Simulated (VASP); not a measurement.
# ZrAl2 in VASP: notebook, part 2 of 3

VASP 6.6.1.

### Step 3. Single point, PBE

INCAR reads:

```
SYSTEM = ZrAl2
PREC = Accurate
ENCUT = 400
EDIFF = 1E-6
ISMEAR = -1
SIGMA = 0.0664
LREAL = Auto
LASPH = .True.
NELM = 120
ALGO = Normal
ISIF = 2
LWAVE = .False.
LCHARG = .False.
GGA = PE
ISYM = -1
NBANDS = 90
GGA_COMPAT = .False.
```

KPOINTS reads:

```
explicit points
1
Reciprocal
  0.25000000   0.25000000   0.25000000 1
```

POSCAR reads:

```
ZrAl2
1.0
    7.7016390000      0.1689720000     -0.1318520000
    0.1689720000      7.7666440000      0.1814760000
   -0.1318520000      0.1814760000      7.7043200000
Al Zr
16 8
Direct
    0.4067849393      0.2545782790      0.0508930782
    0.1582955120      0.2053612004      0.3170234947
    0.7297686734      0.2786435719      0.1849561465
    0.4025502216      0.8251177966      0.5428987860
    0.6800156549      0.3186104242      0.8576762490
    0.9441485914      0.0370014186      0.1175774125
    0.6500852157      0.7983058807      0.2958695482
    0.8872794817      0.5316766273      0.3309447202
    0.2137400371      0.5568126456      0.2087291182
    0.7040731595      0.0342144399      0.6019141669
    0.9178572340      0.3064334176      0.5942855438
    0.1675953518      0.5597642471      0.5692016954
    0.0869177303      0.2976191189      0.9266547274
    0.5003403672      0.1221226805      0.3590783538
    0.0334494942      0.8698270218      0.4272088457
    0.5983326788      0.6040537591      0.0606472862
    0.0588827623      0.9532803441      0.7709360860
    0.7851262252      0.6563723585      0.6534319230
    0.5083828115      0.4621802206      0.4547174407
    0.3318114425      0.1926857990      0.7000383102
    0.2947725167      0.8652630875      0.1479442523
    0.3350854112      0.6049766460      0.8585306607
    0.6110386925      0.9532890940      0.9692882152
    0.9355193049      0.6412395742     -0.0006560607
```

Potentials or basis: VASP PAW PBE potentials, release 64 (Al, Zr_sv).

The run is started by

```console
> cat potpaw_PBE.64/Al/POTCAR potpaw_PBE.64/Zr_sv/POTCAR > POTCAR
> mpirun -np 1 vasp_std > vasp.out
```

OUTCAR:

```text
SYSTEM = ZrAl2
   PREC = Accurate
   ENCUT = 400
   EDIFF = 1E-6
   ISMEAR = -1
   LREAL = Auto
   LASPH = .True.
   NELM = 120
   ISIF = 2
   GGA = PE
   ISYM = -1

 ion  position               nearest neighbor table
   1  0.407  0.255  0.051-  14 2.61  13 2.62   5 2.67   3 2.68  20 2.81  23 2.87   2 2.88   9 3.05
                            22 3.06  16 3.15  21 3.24
   2  0.158  0.205  0.317-   6 2.65  14 2.69   9 2.87   1 2.88  15 2.92  11 2.99  13 3.09  21 3.16
                            20 3.19   8 3.22  19 3.59
   3  0.730  0.279  0.185-   6 2.53   5 2.54  14 2.57   8 2.63   1 2.68  16 2.80  19 3.09  23 3.24
                            24 3.56
   4  0.403  0.825  0.543-   7 2.75  14 2.80  12 2.81  10 2.93  15 2.95  22 2.98  19 3.02  21 3.13
                            20 3.19  18 3.24  17 3.37
   5  0.680  0.319  0.858-   3 2.54   1 2.67  11 2.78  16 2.83  23 3.00  10 3.03  20 3.12  18 3.15
                            13 3.16  22 3.39  24 3.45  19 3.45
   6  0.944  0.037  0.118-   3 2.53   2 2.65  15 2.72  13 2.74  23 2.89  17 2.93  21 2.96  24 3.25
                             7 3.29
   7  0.650  0.798  0.296-  16 2.45   8 2.70  23 2.74   4 2.75  14 2.79  21 2.95  18 3.05  10 3.08
                            19 3.09  15 3.17   6 3.29  24 3.45
[... 192 lines left out ...]
      2     -40.8887      2.00000
      3     -40.8049      2.00000
      4     -40.7818      2.00000
      5     -40.7679      2.00000
      6     -40.7302      2.00000
[... 76 lines left out ...]
     83       9.1937      0.00000
     84       9.3717      0.00000
 [bands above 84 left out]

------------------------ aborting loop because EDIFF is reached ----------------------------------------

  FORCE on cell =-STRESS in cart. coord.  units (eV):
  Direction    XX          YY          ZZ          XY          YZ          ZX
  --------------------------------------------------------------------------------------
  -------------------------------------------------------------------------------------
  Total        5.1650174     -4.4033215     13.6018228      8.1679045     -1.6932801      7.9062788
  in kB       17.9809686    -15.3292777     47.3520090     28.4349159     -5.8948139     27.5241188
  external PRESSURE =      16.6679000 kB  Pullay stress =       0.0000000 kB

 VOLUME and BASIS-vectors are now :
 -----------------------------------------------------------------------------
  energy-cutoff  :      400.00
  volume of cell :      460.22
      direct lattice vectors                 reciprocal lattice vectors
     7.701639000  0.168972000 -0.131852000     0.129944927 -0.002880646  0.002291736
     0.168972000  7.766644000  0.181476000    -0.002880646  0.128890504 -0.003085328
    -0.131852000  0.181476000  7.704320000     0.002291736 -0.003085328  0.129909205

 POSITION                                       TOTAL-FORCE (eV/Angst)
 -----------------------------------------------------------------------------------
      3.16922      2.05519      0.38466        -0.332008      0.414770      0.207095
      1.21203      1.67925      2.45885        -0.200729      0.225226      0.668985
      5.64311      2.32100      1.37931         0.627115      0.069706      0.933326
      3.16814      6.57494      4.27933         0.001591      0.114081      0.527885
      5.17799      2.74508      6.57597        -0.144820      0.544117     -1.687939
      7.26224      0.46825      0.78808         0.001747     -1.156056     -0.412444
[... 16 lines left out ...]
      4.73928      7.68301      7.56014         0.344561      0.743552     -1.087319
      7.18162      5.31971      7.69229        -0.067324      0.527797     -0.688725
 -----------------------------------------------------------------------------------
    total drift:                                0.001464      0.002383     -0.001607

  FREE ENERGIE OF THE ION-ELECTRON SYSTEM (eV)
  ---------------------------------------------------
  free  energy   TOTEN  =      -130.3484477763 eV

  energy  without entropy=     -130.0726477672  energy(sigma->0) =     -130.21054777
```

stdout:

```text
POSCAR found type information on POSCAR AlZr
 POSCAR found :  2 types and      24 ions
 scaLAPACK will be used
 LDA part: xc-table for (Slater+PW92), standard interpolation
 POSCAR, INCAR and KPOINTS ok, starting setup
 FFT: planning ... GRIDC
 FFT: planning ... GRID_SOFT
 FFT: planning ... GRID
 WAVECAR not read
 entering main loop
```

It took 48 s on 1 thread of AMD EPYC 9R45 (Zen 5), shared host; peak memory 0.3 GiB.

What came out:

```
Free energy   : -130.3484 eV
Pressure      : 1.7 GPa
Largest force : 2.574 eV/Å
```

Forces in eV/Å, atoms in the order of the input:
```
Al  -0.332  0.415  0.207
Al  -0.201  0.225  0.669
Al   0.627  0.070  0.933
Al   0.002  0.114  0.528
Al  -0.145  0.544 -1.688
Al   0.002 -1.156 -0.412
Al   0.535  0.551  1.648
Al  -0.109  0.071  0.599
Al   0.023 -2.421  0.871
Al   0.456 -0.052  0.780
Al   0.323 -0.837  0.081
Al  -1.065 -0.228 -0.883
Al  -0.481  0.662  0.235
Al  -0.722 -1.091 -0.642
Al  -0.398 -0.145 -0.736
Al   0.022 -0.842  0.937
Zr  -0.418 -0.106  0.321
Zr   0.369  0.875  0.196
Zr   0.371  0.542 -0.392
Zr   0.717 -0.263 -0.759
Zr   0.745  2.226  0.134
Zr  -0.599 -0.427 -0.851
Zr   0.345  0.744 -1.087
Zr  -0.067  0.528 -0.689
```

Stress tensor (GPa, compression positive):
```
 1.80  2.84  2.75
 2.84 -1.53 -0.59
 2.75 -0.59  4.74
```

Levels at points of the mesh, in eV from the Fermi level:
| k point | band 68 | band 69 | band 70 | band 71 | band 72 | band 73 | band 74 | band 75 | band 76 | band 77 |
| --- | --- | --- | --- | --- | --- | --- | --- | --- | --- | --- |
| (0.25, 0.25, 0.25) | -0.62 | -0.49 | -0.36 | -0.17 | -0.04 | 0.06 | 0.13 | 0.22 | 0.55 | 0.59 |

Caveat: the atoms stand as in a frame of molecular dynamics.

### Step 4. Single point, PBE

INCAR reads:

```
ALGO = Normal
EDIFF = 1E-6
ENCUT = 400
GGA = PE
GGA_COMPAT = False
ISIF = 2
ISMEAR = -1
ISYM = -1
LASPH = True
LCHARG = False
LREAL = Auto
LWAVE = False
NBANDS = 90
NELM = 120
PREC = Accurate
SIGMA = 0.0664
```

KPOINTS is that of step 3.

POSCAR reads:

```
ZrAl2
1.0
    7.7016390000      0.1689720000     -0.1318520000
    0.1689720000      7.7666440000      0.1814760000
   -0.1318520000      0.1814760000      7.7043200000
Al Zr
16 8
Direct
    0.4251485396      0.2926069206      0.0896152486
    0.1503420348      0.1424531862      0.3860136993
    0.7705689498      0.2513844451      0.1800564896
    0.3889380229      0.7958575077      0.5993984179
    0.6689241739      0.3519446338      0.8340434309
    0.9574441186     -0.0091077780      0.1427054906
    0.6400254519      0.8072453626      0.3432093912
    0.8487335849      0.5428646932      0.3705337145
    0.2239906319      0.4894255607      0.2304038020
    0.6859643075      0.0235660609      0.6379688397
    0.9180322922      0.2585330688      0.6300940053
    0.1653396730      0.5468137950      0.5546802036
    0.0686709400      0.3334841349      0.9636810301
    0.4734623527      0.0938055359      0.3665824505
    0.0114872782      0.8352128122      0.4444411110
    0.5822449310      0.5829103986      0.1156205754
    0.0719367667      0.9285612268      0.7968999768
    0.7815698537      0.6646414805      0.6944048366
    0.5103954468      0.4398265021      0.4655359209
    0.3243373783      0.1941371711      0.7246014307
    0.3086166427      0.8451818672      0.1863152747
    0.3225512728      0.5843599745      0.8680485390
    0.6093887862      0.9703763351      0.9686229433
    0.9329510888      0.6442013659      0.0406704784
```

Potentials or basis: VASP PAW PBE potentials, release 64 (Al, Zr_sv).

The run is started by

```console
> cat potpaw_PBE.64/Al/POTCAR potpaw_PBE.64/Zr_sv/POTCAR > POTCAR
> mpirun -np 1 vasp_std > vasp.out
```

OUTCAR:

```text
EDIFF = 1E-6
   ENCUT = 400
   GGA = PE
   ISIF = 2
   ISMEAR = -1
   ISYM = -1
   LASPH = True
   LREAL = Auto
   NELM = 120
   PREC = Accurate

 ion  position               nearest neighbor table
   1  0.425  0.293  0.090-   9 2.45  14 2.58  16 2.62   3 2.73   5 2.80  22 2.84  13 2.88  23 3.03
                            20 3.03  19 3.22
   2  0.150  0.142  0.386-  14 2.51  15 2.68   6 2.70  11 2.79  20 2.95   9 2.98  21 3.07   3 3.34
                            17 3.59
   3  0.771  0.251  0.180-   6 2.47   1 2.73   5 2.82   8 2.83  16 2.92  13 2.96  14 3.02  23 3.07
                             2 3.34  19 3.37  24 3.49
   4  0.389  0.796  0.599-  22 2.66  12 2.67   7 2.81  10 2.97  14 2.97  17 3.09  15 3.10  19 3.11
                            18 3.20  21 3.22  20 3.31  23 3.61
   5  0.669  0.352  0.834-  11 2.62  18 2.80   1 2.80   3 2.82  16 2.96  10 3.03  20 3.08  19 3.09
                            23 3.15  22 3.18  13 3.20  24 3.51
   6  0.957  0.991  0.143-   3 2.47  15 2.58   2 2.70  24 2.85  21 2.89  17 2.89  23 2.97  13 3.11
                             7 3.28
   7  0.640  0.807  0.343-  14 2.54   8 2.55  16 2.57  21 2.79   4 2.81  10 2.91  15 2.96  18 3.03
                            23 3.10  19 3.18   6 3.28  24 3.54
   8  0.849  0.543  0.371-   7 2.55  15 2.72  24 2.73  18 2.77  12 2.78  16 2.79   3 2.83  19 2.87
                            11 2.93   9 3.14
   9  0.224  0.489  0.230-   1 2.45  12 2.61  13 2.71  19 2.81  24 2.83  21 2.88   2 2.98  22 2.99
[... 5 lines left out ...]
  12  0.165  0.547  0.555-  15 2.58   9 2.61   4 2.67  22 2.70   8 2.78  19 2.87  11 3.05  20 3.16
                            18 3.29
  13  0.069  0.333  0.964-  24 2.69   9 2.71  11 2.88   1 2.88  22 2.91  20 2.95   3 2.96   6 3.11
                             5 3.20  17 3.45
  14  0.473  0.094  0.367-   2 2.51   7 2.54   1 2.58  10 2.63  21 2.76  19 2.85   4 2.97   3 3.02
                            20 3.14  23 3.44
  15  0.011  0.835  0.444-  12 2.58   6 2.58   2 2.68   8 2.72  17 2.87   7 2.96  18 2.97  21 3.08
                             4 3.10  10 3.29  24 3.55
  16  0.582  0.583  0.116-   7 2.57   1 2.62  22 2.72   8 2.79  24 2.84   3 2.92  19 2.95  21 2.95
                             5 2.96   9 3.03  23 3.19
  17  0.072  0.929  0.797-  15 2.87   6 2.89  20 2.94  11 2.99  24 3.08   4 3.09  18 3.20  10 3.22
                            22 3.24  13 3.45  21 3.48   2 3.59  23 3.85
  18  0.782  0.665  0.694-   8 2.77   5 2.80  10 2.86  24 2.87  15 2.97   7 3.03   4 3.20  17 3.20
                            12 3.29  19 3.30  11 3.35  23 3.50  22 3.89
  19  0.510  0.440  0.466-   9 2.81  14 2.85  12 2.87   8 2.87  16 2.95   5 3.09   4 3.11  20 3.12
                             7 3.18   1 3.22  18 3.30   3 3.37  11 3.56  10 3.63  22 3.67
  20  0.324  0.194  0.725-  17 2.94   2 2.95  13 2.95   1 3.03   5 3.08  19 3.12  10 3.14  14 3.14
                            12 3.16  11 3.20  23 3.24  22 3.28   4 3.31
  21  0.309  0.845  0.186-  14 2.76   7 2.79   9 2.88   6 2.89  16 2.95   2 3.07  23 3.07  15 3.08
                             4 3.22  22 3.26  17 3.48  24 3.52
  22  0.323  0.584  0.868-   4 2.66  12 2.70  16 2.72   1 2.84  13 2.91   9 2.99   5 3.18  17 3.24
                            21 3.26  20 3.28  24 3.35  19 3.67  18 3.89  23 3.89
  23  0.609  0.970  0.969-  10 2.65   6 2.97   1 3.03   3 3.07  21 3.07   7 3.10   5 3.15  16 3.19
                            20 3.24  14 3.44  24 3.49  18 3.50   4 3.61  17 3.85  22 3.89
  24  0.933  0.644  0.041-  13 2.69   8 2.73   9 2.83  16 2.84   6 2.85  18 2.87  17 3.08  22 3.35
                             3 3.49  23 3.49   5 3.51  21 3.52   7 3.54  15 3.55

IMPORTANT INFORMATION: All symmetrisations will be switched off!
NOSYMM: (Re-)initialisation of all symmetry stuff for point group C_1.

----------------------------------------------------------------------------------------

                                     Primitive cell

  volume of cell :     460.2240

  direct lattice vectors                    reciprocal lattice vectors
     7.701639000  0.168972000 -0.131852000     0.129944927 -0.002880646  0.002291736
     0.168972000  7.766644000  0.181476000    -0.002880646  0.128890504 -0.003085328
    -0.131852000  0.181476000  7.704320000     0.002291736 -0.003085328  0.129909205

[... 79 lines left out ...]
   ISPIN  =      1    spin polarized calculation?
   LNONCOLLINEAR =      F non collinear calculations
   LSORBIT =      F    spin-orbit coupling
   LASPH  =      T    aspherical Exc in radial PAW
   ENCUT  =  400.0 eV  29.40 Ry    5.42 a.u.  12.56 12.67 12.57*2*pi/ulx,y,z
   NELM   =    120;   NELMIN=  2; NELMDL= -5     # of ELM steps
   EDIFF  = 0.1E-05   stopping-criterion for ELM
   LREAL  =      T    real-space projection
   EDIFFG = 0.1E-04   stopping-criterion for IOM
   NSW    =      0    number of steps for IOM
   IBRION =     -1    ionic relax: 0-MD 1-quasi-New 2-CG
   NFREE  =      0    steps in history (QN), initial steepest desc. (CG)
   ISIF   =      2    stress and relaxation
   ISYM   =     -1    0-nonsym 1-usesym 2-fastsym
   POTIM  = 0.5000    time-step for ionic-motion
   TEBEG  =    0.0;   TEEND  =   0.0 temperature during run
   PSTRESS=    0.0 pullay stress
   NELECT =     144.0000    total number of electrons
   NUPDOWN=      -1.0000    fix difference up-down
   EMIN   =  10.00;   EMAX   =-10.00  energy-range for DOS
   EFERMI =   0.00;   METHOD = LEGACY
   ISMEAR =    -1;   SIGMA  =   0.07  broadening in eV -4-tet -1-fermi 0-gaus
   EFERMI_NEDOS =   21; number of points for ismear=-14 and -15
   IALGO  =     38    algorithm
   IMIX   =      4    mixing-type and parameters
     AMIX     =   0.40;   BMIX     =  1.00
     AMIX_MAG =   1.60;   BMIX_MAG =  1.00
  volume/ion in A,a.u.               =      19.18       129.41
  Fermi-wavevector in a.u.,A,eV,Ry     =   1.111406  2.100252 16.806220  1.235222
  Thomas-Fermi vector in A             =   2.247968
   LORBIT       =      0    0 simple, 1 ext, 2 COOP (PROOUT), +10 PAW based schemes
   GGA     = PE    functional components
   LHFCALC =     F    Hartree Fock is set to
   AEXX    =    0.0000 exact exchange contribution
   IVDW    =     0    specifies the selected vdW correction
   LEPSILON=     F    determine dielectric tensor
   LRPA    =     F    only Hartree local field effects (RPA)
 non-spin polarized calculation
  energy-cutoff  :      400.00
  volume of cell :      460.22
 maximum number of plane-waves:      8355
 NGX is ok and might be reduce to    50
   NGX = 25   NGY = 25   NGZ = 25

 number of electron     144.0000000 magnetization

 Free energy of the ion-electron system (eV)
  ---------------------------------------------------
  ext. energy  EPLUGINS =         0.00000000
  ---------------------------------------------------
  free energy    TOTEN  =      -130.88556342 eV

  energy without entropy =     -130.64002325  energy(sigma->0) =     -130.76279334

 E-fermi :   7.8834     XC(G=0): -10.4265

 val. band max:        7.7962680089   @ k =   0.2500   0.2500   0.2500
 cond. band min:       7.9251261578   @ k =   0.2500   0.2500   0.2500
 fundamental gap:      0.1288581489
 Fermi energy:         7.8834117538

 k-point     1 :       0.2500    0.2500    0.2500
  band No.  band energies     occupation
      1     -40.9600      2.00000
      2     -40.8801      2.00000
      3     -40.8663      2.00000
      4     -40.8253      2.00000
      5     -40.7031      2.00000
      6     -40.6882      2.00000
[... 76 lines left out ...]
     83       9.2626      0.00000
     84       9.3939      0.00000
 [bands above 84 left out]

------------------------ aborting loop because EDIFF is reached ----------------------------------------

  FORCE on cell =-STRESS in cart. coord.  units (eV):
  Direction    XX          YY          ZZ          XY          YZ          ZX
  --------------------------------------------------------------------------------------
  -------------------------------------------------------------------------------------
  Total        1.2571538      4.8953601      9.8315082      3.9706466     -2.6654019      1.0846348
  in kB        4.3765279     17.0422113     34.2264176     13.8230071     -9.2790604      3.7759380
  external PRESSURE =      18.5483856 kB  Pullay stress =       0.0000000 kB

 VOLUME and BASIS-vectors are now :
 -----------------------------------------------------------------------------
  energy-cutoff  :      400.00
  volume of cell :      460.22
      direct lattice vectors                 reciprocal lattice vectors
     7.701639000  0.168972000 -0.131852000     0.129944927 -0.002880646  0.002291736
     0.168972000  7.766644000  0.181476000    -0.002880646  0.128890504 -0.003085328
    -0.131852000  0.181476000  7.704320000     0.002291736 -0.003085328  0.129909205

 POSITION                                       TOTAL-FORCE (eV/Angst)
 -----------------------------------------------------------------------------------
      3.31197      2.36068      0.68747         0.439241     -1.591535     -1.187892
      1.13105      1.20184      2.98000        -0.706014      0.015748     -0.038807
      5.95338      2.11529      1.33123        -0.259512      1.069396      0.843408
      3.05091      6.35564      4.71110         0.570476      1.478203     -0.684276
      5.10131      2.99782      6.40141        -0.981677     -0.400809      0.661703
      7.52251      7.88359      1.15303         0.151376     -0.103137     -0.573718
[... 16 lines left out ...]
      4.72954      7.81532      7.55833        -0.393377     -0.658315      1.226794
      7.28874      5.16831      0.30723        -0.366987      0.929072      0.217881
 -----------------------------------------------------------------------------------
    total drift:                               -0.002207      0.001918      0.001394

  FREE ENERGIE OF THE ION-ELECTRON SYSTEM (eV)
  ---------------------------------------------------
  free  energy   TOTEN  =      -130.8855634238 eV

  energy  without entropy=     -130.6400232545  energy(sigma->0) =     -130.76279334
```

It took 48 s on 1 thread of AMD EPYC 9R45 (Zen 5), shared host; peak memory 0.3 GiB.

What came out:

```yaml
Free_energy: -130.8856 eV
Pressure: 1.9 GPa
Largest_force: 2.034 eV/Å
```

Forces on the atoms (eV/Å):
```
Al   0.439 -1.592 -1.188
Al  -0.706  0.016 -0.039
Al  -0.260  1.069  0.843
Al   0.570  1.478 -0.684
Al  -0.982 -0.401  0.662
Al   0.151 -0.103 -0.574
Al   0.513 -0.107  0.261
Al   0.650 -1.488  0.129
Al  -0.876  0.869  0.050
Al   0.077  0.320 -0.716
Al   0.837  0.733 -0.536
Al  -0.761 -0.599  0.326
Al   0.107 -1.555 -0.660
Al   0.599  0.110  0.169
Al  -0.442  0.161 -0.315
Al   0.191  0.737 -0.276
Zr  -0.356  0.074 -0.327
Zr   0.674  0.092 -0.286
Zr   0.780  0.320  0.548
Zr   0.312 -0.083  0.514
Zr  -0.816 -0.126 -0.011
Zr   0.057 -0.197  0.664
Zr  -0.393 -0.658  1.227
Zr  -0.367  0.929  0.218
```

Levels at points of the mesh, in eV from the Fermi level:
```csv
k point,band 69,band 70,band 71,band 72,band 73,band 74,band 75,band 76
"(0.25, 0.25, 0.25)",-0.45,-0.28,-0.11,-0.09,0.04,0.23,0.38,0.55
```

Caveat: the atoms stand as in a frame of molecular dynamics.

[end of part 2 of 3]
